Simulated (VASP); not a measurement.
## W: single point with r2SCAN

W:

```
W
1.0
     0.00000    2.01294    2.01294
     2.01294    0.00000    2.01294
     2.01294    2.01294    0.00000
W
1
Direct
  0.00000 0.00000 0.00000
```

| Item | Value |
| --- | --- |
| Program | VASP 6.6.1 |
| Task | single point |
| Functional | r2SCAN |
| Potentials or basis | VASP PAW PBE potentials, release 64 (W_sv) |
| Cutoff | 520 eV |
| k mesh | 12 × 12 × 12 |
| Occupations | fermi-dirac, width 0.1 eV |
| Spin | no spin polarisation |

```
Pressure               : -1.0 GPa
Band gap on the k mesh : zero (band 7 reaches 13.47 eV, above the bottom of band 8 at 9.83 eV)
```

Levels at points of the mesh, in eV from the Fermi level:
| k point | band 4 | band 5 | band 6 | band 7 | band 8 | band 9 | band 10 | band 11 |
| --- | --- | --- | --- | --- | --- | --- | --- | --- |
| (0.00, 0.00, 0.00) | -38.57 | -9.56 | -0.64 | -0.64 | -0.64 | 2.78 | 2.78 | 13.32 |
| (0.50, 0.00, 0.00) | -38.73 | -5.98 | -0.80 | -0.80 | 0.43 | 5.27 | 5.27 | 10.87 |
| (0.50, 0.50, 0.00) | -39.01 | -5.81 | -4.87 | 3.00 | 5.32 | 5.96 | 5.96 | 12.32 |

It took 58 s on 1 thread of Intel(R) Xeon(R) Platinum 8259CL CPU @ 2.50GHz (Skylake/Cascade Lake), with other jobs on the host, peak memory 0.15 GiB.

Caveat: the PAW data sets were made with another functional, which shifts forces and pressure a little; spin-orbit coupling is left out, which moves the levels of the heavy elements.
